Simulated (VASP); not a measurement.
Input of a VASP 6.6.1 run:

INCAR

```
SYSTEM = SiNi3
PREC = Accurate
ENCUT = 600
EDIFF = 1E-6
ISMEAR = 0
SIGMA = 0.1
LREAL = .False.
LASPH = .True.
NELM = 60
ALGO = Normal
ISIF = 3
LWAVE = .False.
LCHARG = .False.
GGA = PS
IBRION = 2
NSW = 70
EDIFFG = -0.008
PSTRESS = 400.0
```

KPOINTS

```
regular mesh
0
Gamma
  12 12 12
  0 0 0
```

File POSCAR:

```
SiNi3
1.0
    3.3165166037      0.0000000000      0.0000000000
    0.0000000000      3.3165166037      0.0000000000
    0.0000000000      0.0000000000      3.3165166037
Si Ni
1 3
Direct
    0.0000000000      0.0000000000      0.0000000000
    0.0000000000      0.5000000000      0.5000000000
    0.5000000000      0.0000000000      0.5000000000
    0.5000000000      0.5000000000      0.0000000000
```

Potentials or basis: VASP PAW PBE potentials, release 64 (Si, Ni).

Run with:

```sh
$ cat potpaw_PBE.64/Si/POTCAR potpaw_PBE.64/Ni/POTCAR > POTCAR
$ mpirun -np 1 vasp_std > vasp.out
```

Q: Predict the relaxed volume.

A: 9.15 Å³/atom.

Q: Estimate the band gap on the k mesh.

A: Zero (bands 17 and 18 overlap by 0.30 eV).

Step by step:
| step | energy change (eV) | largest force (eV/Å) | pressure (GPa) | volume (Å³) |
| --- | --- | --- | --- | --- |
| 1 | 0.0000 | 0.0000 | 41.29 | 36.48 |
| 2 | -0.0950 | 0.0000 | 36.99 | 36.87 |
| 3 | -0.0291 | 0.0000 | 40.05 | 36.59 |

Caveat: the cell is relaxed towards a set pressure, so the run minimises the enthalpy, not the energy; the PAW data sets were made with another functional, which shifts forces and pressure a little. Spin polarisation is off, so any magnetic state and its effect on volume and gap are missing.
